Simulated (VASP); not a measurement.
# Te2Mo in VASP: notebook

The runs below take Te2Mo through single point, with LDA.

Program: VASP 6.6.1. These are calculated values, not measurements. Logs are shortened: lines on timing, memory, paths and dates and some standing lists are left out, and cuts for length are marked.

**1. The cell of the first run**

The cell holds a slab with vacuum, 3 atoms: a = 3.571 Å, b = 3.571 Å, c = 18.045 Å, α = 90.00°, β = 90.00°, γ = 120.00°.

**2. Single point, LDA**

The input, INCAR:

```
SYSTEM = Te2Mo
PREC = Accurate ; ENCUT = 520
EDIFF = 1E-6 ; ISMEAR = 0
SIGMA = 0.02 ; LREAL = .False.
LASPH = .True. ; NELM = 60
ALGO = Normal ; ISIF = 2
LWAVE = .False. ; LCHARG = .True.
LELF = .True. ; LVHAR = .True.
NBANDS = 20
```

The input, KPOINTS:

```
Automatic mesh
0
Gamma
  12 12 2
  0 0 0
```

The input, POSCAR:

```
Te2Mo
1.0
    3.5705444622      0.0000000000      0.0000000000
   -1.7852722311      3.0921822096      0.0000000000
    0.0000000000      0.0000000000     18.0454056682
Te Mo
2 1
Direct
    0.3333333333      0.6666666667      0.9027158344
    0.3333333333      0.6666666667      0.0972841656
    0.0000000000      0.0000000000      0.0000000000
```

Potentials or basis: VASP PAW LDA potentials, release 64 (Te, Mo_sv).

Launch:

```console
> cat potpaw_LDA.64/Te/POTCAR potpaw_LDA.64/Mo_sv/POTCAR > POTCAR
> mpirun -np 1 vasp_std > vasp.out
```

OUTCAR:

```text
SYSTEM = Te2Mo
   PREC = Accurate
   ENCUT = 520
   EDIFF = 1E-6
   ISMEAR = 0
   LREAL = .False.
   LASPH = .True.
   NELM = 60
   ISIF = 2

 ion  position               nearest neighbor table
   1  0.333  0.667  0.903-   3 2.71   3 2.71   3 2.71   2 3.51
   2  0.333  0.667  0.097-   3 2.71   3 2.71   3 2.71   1 3.51
   3  0.000  0.000  0.000-   1 2.71   2 2.71   1 2.71   2 2.71   1 2.71   2 2.71

  LATTYP: Found a hexagonal cell.
 ALAT       =     3.5705444622
 C/A-ratio  =     5.0539646990

  Lattice vectors:

 A1 = (   3.5705444622,   0.0000000000,   0.0000000000)
 A2 = (  -1.7852722311,   3.0921822096,   0.0000000000)
 A3 = (   0.0000000000,   0.0000000000,  18.0454056682)

Analysis of symmetry for initial positions (statically):
=====================================================================
 Subroutine PRICEL returns:
 Original cell was already a primitive cell.

 Routine SETGRP: Setting up the symmetry group for a
 hexagonal supercell.

 Subroutine GETGRP returns: Found 12 space group operations
 (whereof 12 operations were pure point group operations)
 out of a pool of 24 trial point group operations.

The static configuration has the point symmetry D_3h.

Analysis of symmetry for dynamics (positions and initial velocities):
=====================================================================
 Subroutine PRICEL returns:
 Original cell was already a primitive cell.

 Routine SETGRP: Setting up the symmetry group for a
 hexagonal supercell.

 Subroutine GETGRP returns: Found 12 space group operations
 (whereof 12 operations were pure point group operations)
 out of a pool of 24 trial point group operations.

The dynamic configuration has the point symmetry D_3h.

 Subroutine INISYM returns: Found 12 space group operations
 (whereof 12 operations are pure point group operations),
 and found     1 'primitive' translations

----------------------------------------------------------------------------------------

                                     Primitive cell

  volume of cell :     199.2352

  direct lattice vectors                    reciprocal lattice vectors
     3.570544462  0.000000000  0.000000000     0.280069331  0.161698104  0.000000000
    -1.785272231  3.092182210  0.000000000     0.000000000  0.323396208  0.000000000
     0.000000000  0.000000000 18.045405668     0.000000000  0.000000000  0.055415767

  length of vectors
     3.570544462  3.570544462 18.045405668     0.323396208  0.323396208  0.055415767

  position of ions in fractional coordinates (direct lattice)
     0.333333333  0.666666667  0.902715834
     0.333333333  0.666666667  0.097284166
     0.000000000  0.000000000  0.000000000

  ion indices of the primitive-cell ions
   primitive index   ion index
                 1           1
                 2           2
                 3           3

----------------------------------------------------------------------------------------

 KPOINTS: Automatic mesh

Automatic generation of k-mesh.
 Grid dimensions read from file:
 generate k-points for:   12   12    2

 Generating k-lattice:

  Cartesian coordinates                     Fractional coordinates (reciprocal lattice)
     0.023339111  0.013474842  0.000000000     0.083333333  0.000000000  0.000000000
     0.000000000  0.026949684  0.000000000     0.000000000  0.083333333  0.000000000
     0.000000000  0.000000000  0.027707884     0.000000000  0.000000000  0.500000000

  Length of vectors
     0.026949684  0.026949684  0.027707884

  Shift w.r.t. Gamma in fractional coordinates (k-lattice)
     0.000000000  0.000000000  0.000000000

 Subroutine IBZKPT returns following result:
 ===========================================

 Found     38 irreducible k-points:

 Following reciprocal coordinates:
            Coordinates               Weight
  0.000000  0.000000  0.000000      1.000000
  0.083333  0.000000  0.000000      6.000000
  0.166667  0.000000  0.000000      6.000000
  0.250000  0.000000  0.000000      6.000000
  0.333333  0.000000  0.000000      6.000000
  0.416667  0.000000  0.000000      6.000000
[... 16 lines left out ...]
  0.250000  0.000000  0.500000      6.000000
  0.333333  0.000000  0.500000      6.000000
 [... further k-points ...]
   k-points           NKPTS =     38   k-points in BZ     NKDIM =     38   number of bands    NBANDS=     20
   number of dos      NEDOS =    301   number of ions     NIONS =      3
   total plane-waves  NPLWV = 109760
   dimension x,y,z NGX =    28 NGY =   28 NGZ =  140
   dimension x,y,z NGXF=    56 NGYF=   56 NGZF=  280
   ions per type =               2   1
   NGX,Y,Z   is equivalent  to a cutoff of  13.04, 13.04, 12.90 a.u.
   NGXF,Y,Z  is equivalent  to a cutoff of  26.07, 26.07, 25.80 a.u.
 SYSTEM =  Te2Mo
   PREC   = accura    normal or accurate (medium, high low for compatibility)
   ISTART =      0    job   : 0-new  1-cont  2-samecut
   ICHARG =      2    charge: 1-file 2-atom 10-const
   ISPIN  =      1    spin polarized calculation?
   LNONCOLLINEAR =      F non collinear calculations
   LSORBIT =      F    spin-orbit coupling
   LASPH  =      T    aspherical Exc in radial PAW
   ENCUT  =  520.0 eV  38.22 Ry    6.18 a.u.   6.64  6.64 33.55*2*pi/ulx,y,z
   NELM   =     60;   NELMIN=  2; NELMDL= -5     # of ELM steps
   EDIFF  = 0.1E-05   stopping-criterion for ELM
   LREAL  =      F    real-space projection
   EDIFFG = 0.1E-04   stopping-criterion for IOM
   NSW    =      0    number of steps for IOM
   IBRION =     -1    ionic relax: 0-MD 1-quasi-New 2-CG
   NFREE  =      0    steps in history (QN), initial steepest desc. (CG)
   ISIF   =      2    stress and relaxation
   ISYM   =      2    0-nonsym 1-usesym 2-fastsym
   POTIM  = 0.5000    time-step for ionic-motion
   TEBEG  =    0.0;   TEEND  =   0.0 temperature during run
   PSTRESS=    0.0 pullay stress
   NELECT =      26.0000    total number of electrons
   NUPDOWN=      -1.0000    fix difference up-down
   EMIN   =  10.00;   EMAX   =-10.00  energy-range for DOS
   EFERMI =   0.00;   METHOD = LEGACY
   ISMEAR =     0;   SIGMA  =   0.02  broadening in eV -4-tet -1-fermi 0-gaus
   EFERMI_NEDOS =   21; number of points for ismear=-14 and -15
   IALGO  =     38    algorithm
   IMIX   =      4    mixing-type and parameters
     AMIX     =   0.40;   BMIX     =  1.00
     AMIX_MAG =   1.60;   BMIX_MAG =  1.00
  volume/ion in A,a.u.               =      66.41       448.17
  Fermi-wavevector in a.u.,A,eV,Ry     =   0.830381  1.569192  9.381653  0.689532
  Thomas-Fermi vector in A             =   1.943088
   LORBIT       =      0    0 simple, 1 ext, 2 COOP (PROOUT), +10 PAW based schemes
   GGA     = CA    functional components
   LHFCALC =     F    Hartree Fock is set to
   AEXX    =    0.0000 exact exchange contribution
   IVDW    =     0    specifies the selected vdW correction
   LEPSILON=     F    determine dielectric tensor
   LRPA    =     F    only Hartree local field effects (RPA)
 non-spin polarized calculation
 Gauss-broadening in eV      SIGMA  =   0.02
  energy-cutoff  :      520.00
  volume of cell :      199.24
 maximum number of plane-waves:      5431
 NGX is ok and might be reduce to    28
   NGX = 13   NGY = 13   NGZ = 67

 number of electron      25.9999996 magnetization

 Free energy of the ion-electron system (eV)
  ---------------------------------------------------
  ext. energy  EPLUGINS =         0.00000000
  ---------------------------------------------------
  free energy    TOTEN  =       -20.41046360 eV

  energy without entropy =      -20.41046360  energy(sigma->0) =      -20.41046360

 E-fermi :  -0.1684     XC(G=0):  -4.6557

 val. band max:       -0.3793289242   @ k =   0.3333   0.3333   0.0000
 cond. band min:       0.6066552079   @ k =   0.3333   0.3333   0.0000
 fundamental gap:      0.9859841321
 Fermi energy:        -0.1683888643

 k-point     1 :       0.0000    0.0000    0.0000
  band No.  band energies     occupation
      1     -60.6355      2.00000
      2     -34.9689      2.00000
      3     -34.8819      2.00000
      4     -34.8819      2.00000
      5     -12.9239      2.00000
      6     -11.8495      2.00000
[... 12 lines left out ...]
     19       4.5910      0.00000
     20       5.3224      0.00000

 k-point     2 :       0.0833    0.0000    0.0000
  band No.  band energies     occupation
      1     -60.6350      2.00000
      2     -34.9671      2.00000
      3     -34.8898      2.00000
      4     -34.8837      2.00000
      5     -12.8316      2.00000
      6     -11.7889      2.00000
[... 12 lines left out ...]
     19       4.7050      0.00000
     20       5.5463      0.00000

 k-point     3 :       0.1667    0.0000    0.0000
  band No.  band energies     occupation
      1     -60.6334      2.00000
      2     -34.9621      2.00000
      3     -34.9113      2.00000
      4     -34.8887      2.00000
      5     -12.5643      2.00000
      6     -11.6138      2.00000
[... 12 lines left out ...]
     19       5.0282      0.00000
     20       5.8785      0.00000

 k-point     4 :       0.2500    0.0000    0.0000
  band No.  band energies     occupation
      1     -60.6313      2.00000
      2     -34.9554      2.00000
      3     -34.9405      2.00000
      4     -34.8954      2.00000
      5     -12.1542      2.00000
      6     -11.3472      2.00000
[... 12 lines left out ...]
     19       5.5139      0.00000
     20       6.2340      0.00000

 k-point     5 :       0.3333    0.0000    0.0000
  band No.  band energies     occupation
      1     -60.6292      2.00000
      2     -34.9695      2.00000
      3     -34.9487      2.00000
      4     -34.9022      2.00000
      5     -11.6689      2.00000
      6     -11.0381      2.00000
[... 12 lines left out ...]
     19       5.6733      0.00000
     20       5.8639      0.00000
[... 353 lines left out ...]
      6     -11.7889      2.00000
[... 12 lines left out ...]
     19       4.5305      0.00000
     20       5.8757      0.00000

 k-point    22 :       0.1667    0.0000    0.5000
  band No.  band energies     occupation
      1     -60.6334      2.00000
      2     -34.9621      2.00000
      3     -34.9113      2.00000
      4     -34.8887      2.00000
      5     -12.5643      2.00000
      6     -11.6138      2.00000
[... 12 lines left out ...]
     19       4.8570      0.00000
     20       6.1864      0.00000

 k-point    23 :       0.2500    0.0000    0.5000
  band No.  band energies     occupation
      1     -60.6313      2.00000
      2     -34.9554      2.00000
      3     -34.9405      2.00000
      4     -34.8954      2.00000
      5     -12.1542      2.00000
      6     -11.3472      2.00000
[... 12 lines left out ...]
     19       5.3649      0.00000
     20       6.4627      0.00000

 k-point    24 :       0.3333    0.0000    0.5000
  band No.  band energies     occupation
      1     -60.6292      2.00000
      2     -34.9695      2.00000
      3     -34.9487      2.00000
      4     -34.9022      2.00000
      5     -11.6689      2.00000
      6     -11.0381      2.00000
[... 12 lines left out ...]
     19       5.7002      0.00000
     20       5.8259      0.00000

 [... further k-points ...]
[... 5 lines left out ...]
  --------------------------------------------------------------------------------------
  -------------------------------------------------------------------------------------
  Total       -2.0210360     -2.0210360      0.2042155     -0.0000000     -0.0000000     -0.0000000
  in kB      -16.2524358    -16.2524358      1.6422271     -0.0000000     -0.0000000     -0.0000000
  external PRESSURE =     -10.2875482 kB  Pullay stress =       0.0000000 kB

 VOLUME and BASIS-vectors are now :
 -----------------------------------------------------------------------------
  energy-cutoff  :      520.00
  volume of cell :      199.24
      direct lattice vectors                 reciprocal lattice vectors
     3.570544462  0.000000000  0.000000000     0.280069331  0.161698104  0.000000000
    -1.785272231  3.092182210  0.000000000     0.000000000  0.323396208  0.000000000
     0.000000000  0.000000000 18.045405668     0.000000000  0.000000000  0.055415767

 POSITION                                       TOTAL-FORCE (eV/Angst)
 -----------------------------------------------------------------------------------
     -0.00000      2.06145     16.28987        -0.000000      0.000000     -0.061554
     -0.00000      2.06145      1.75553        -0.000000      0.000000      0.061554
      0.00000      0.00000      0.00000         0.000000     -0.000000      0.000000
 -----------------------------------------------------------------------------------
    total drift:                                0.000000     -0.000000     -0.000000

  FREE ENERGIE OF THE ION-ELECTRON SYSTEM (eV)
  ---------------------------------------------------
  free  energy   TOTEN  =       -20.4104635993 eV

  energy  without entropy=      -20.4104635993  energy(sigma->0) =      -20.41046360
```

It took 2 min on 1 thread of AMD EPYC 9R45 (Zen 5), shared host; peak memory 0.31 GiB.

Results:

- Free energy: -20.4105 eV
- Largest force: 0.062 eV/Å
- Band gap on the k mesh: 0.99 eV, direct

Forces on the atoms (eV/Å):
```
Te   0.000  0.000 -0.062
Te   0.000  0.000  0.062
Mo   0.000  0.000  0.000
```

Caveat: spin-orbit coupling is left out, which moves the levels of the heavy elements.

**3. Single point, LDA (equal strain along all axes, cell held: +4.5 %, then relaxed in part)**

The input, INCAR:

```
SYSTEM = Te2Mo
ALGO = Normal
EDIFF = 1E-6
ENCUT = 520
ISIF = 2
ISMEAR = 0
LASPH = .True.
LCHARG = .True.
LELF = .True.
LREAL = .False.
LVHAR = .True.
LWAVE = .False.
NBANDS = 20
NELM = 80
PREC = Accurate
SIGMA = 0.02
```

The input, KPOINTS:

```
k-points
0
Gamma
  12 12 2
  0 0 0
```

The input, POSCAR:

```
Te2Mo
1.0
    3.6225426825      0.0000000000      0.0000000000
   -1.8112713412      3.1372139893      0.0000000000
    0.0000000000      0.0000000000     18.3082028381
Te Mo
2 1
Direct
    0.3333333333      0.6666666667      0.9051072766
    0.3333333333      0.6666666667      0.0948927234
    0.0000000000      0.0000000000      0.0000000000
```

Potentials or basis: VASP PAW LDA potentials, release 64 (Te, Mo_sv).

Launch:

```console
> cat potpaw_LDA.64/Te/POTCAR potpaw_LDA.64/Mo_sv/POTCAR > POTCAR
> mpirun -np 1 vasp_std > vasp.out
```

It took 2 min on 1 thread of AMD EPYC 9R45 (Zen 5), shared host; peak memory 0.31 GiB.

Results (log left out):

* Free energy: -20.3358 eV
* Largest force: 0.063 eV/Å
* Band gap on the k mesh: 0.88 eV, direct

Forces in eV/Å, atoms in the order of the input:
```
Te   0.000  0.000 -0.063
Te   0.000  0.000  0.063
Mo   0.000  0.000  0.000
```

Levels at points of the mesh, in eV from the valence-band top:
```
           k point  band 10  band 11  band 12  band 13  band 14  band 15  band 16  band 17
(0.00, 0.00, 0.00)    -1.23    -0.99    -0.99    -0.08     2.99     2.99     3.33     3.33
(0.50, 0.00, 0.00)    -2.33    -1.24    -0.58    -0.48     1.29     1.65     3.41     3.82
(0.00, 0.00, 0.50)    -1.23    -0.99    -0.99    -0.08     2.99     2.99     3.33     3.33
(0.50, 0.00, 0.50)    -2.33    -1.24    -0.58    -0.48     1.29     1.65     3.41     3.82
```

Caveat: the cell differs from its parent crystal (equal strain along all axes, cell held: +4.5 %, then relaxed in part); spin-orbit coupling is left out, which moves the levels of the heavy elements.

[end of part 1 of 2]
